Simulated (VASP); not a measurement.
Crystal: In3CoTe4 (a cell with a defect).

```
CELL_PARAMETERS angstrom
6.16000 0.00000 0.00000
0.00000 6.16000 0.00000
0.00000 0.00000 6.16000
ATOMIC_POSITIONS crystal
In 0.00000 0.00000 0.00000
In 0.50000 0.00000 0.50000
In 0.50000 0.50000 0.00000
Te 0.50000 0.00000 0.00000
Te 0.50000 0.50000 0.50000
Te 0.00000 0.00000 0.50000
Te 0.00000 0.50000 0.00000
Co 0.00000 0.50000 0.50000
```

Base run:

```yaml
Program: VASP 6.6.1
Functional: PBE
Potentials_or_basis: VASP PAW PBE potentials, release 64 (In_d, Te, Co)
Cutoff: 520 eV
k_mesh: 3 × 3 × 3
Occupations: fermi-dirac, width 0.02 eV
Spin: collinear spin, ferromagnetic start
Starting_moments: "[0.0, 0.0, 0.0, 0.0, 0.0, 0.0, 0.0, 0.3] μB"
Hubbard_terms: Co d U = 3.6 eV
```

Its results: band gap on the k mesh zero (filled and empty bands overlap); pressure -1.1 GPa.

Problem. The run is repeated on the same cell with these changes: spin from collinear spin, ferromagnetic start to no spin polarisation; further incar settings from ALGO = Normal; EDIFF = 1e-06; NBANDS = 50 to ALGO = Normal; EDIFF = 1e-06; NBANDS = 46. What comes out?

Solution. Band gap on the k mesh zero (band 36 reaches 6.35 eV, above the bottom of band 37 at 5.13 eV); pressure -2.0 GPa.

Caveats: spin-orbit coupling is left out, which moves the levels of the heavy elements; the U is typed as a test and isn't derived for this compound; U without spin polarisation on a metal has little footing (some runs).
